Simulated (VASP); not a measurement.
Here is a VASP 6.6.1 calculation.

Contents of INCAR:

```
SYSTEM = Mg3Sb2
PREC = Accurate ; ENCUT = 600
EDIFF = 1E-6 ; ISMEAR = -1
SIGMA = 0.02 ; LREAL = .FALSE.
LASPH = .TRUE. ; NELM = 120
ALGO = Normal ; ISIF = 2
LWAVE = .FALSE. ; LCHARG = .FALSE.
GGA = PS ; NBANDS = 16
GGA_COMPAT = .FALSE.
```

KPOINTS

```
regular mesh
0
G
  6 6 4
  0 0 0
```

File POSCAR:

```
Mg3Sb2
1.0
    4.5543491157      0.0000000000      0.0000000000
   -2.2771745579      3.9441820319      0.0000000000
    0.0000000000      0.0000000000      7.1707299015
Mg Sb
3 2
Direct
    0.3333333333      0.6666666667      0.6328557411
    0.6666666667      0.3333333333      0.3671442589
    0.0000000000      0.0000000000      0.0000000000
    0.3333333333      0.6666666667      0.2240926947
    0.6666666667      0.3333333333      0.7759073053
```

Potentials or basis: VASP PAW PBE potentials, release 64 (Mg, Sb).

Run with:

```console
$ cat potpaw_PBE.64/Mg/POTCAR potpaw_PBE.64/Sb/POTCAR > POTCAR
$ mpirun -np 1 vasp_std > vasp.out
```

Question: Predict the band gap on the k mesh.

Answer: 0.17 eV (least direct gap 1.09 eV).

Question: Predict the pressure.

Answer: 0.1 GPa.

Question: What does it give for the largest force?

Answer: 0.018 eV/Å.

Forces in eV/Å, atoms in the order of the input:
```
Mg   0.000  0.000 -0.004
Mg   0.000  0.000  0.004
Mg   0.000  0.000  0.000
Sb   0.000  0.000 -0.018
Sb   0.000  0.000  0.018
```

Caveat: the PAW data sets were made with another functional, which shifts forces and pressure a little; spin-orbit coupling is left out, which moves the levels of the heavy elements. A k mesh can miss the band edges.
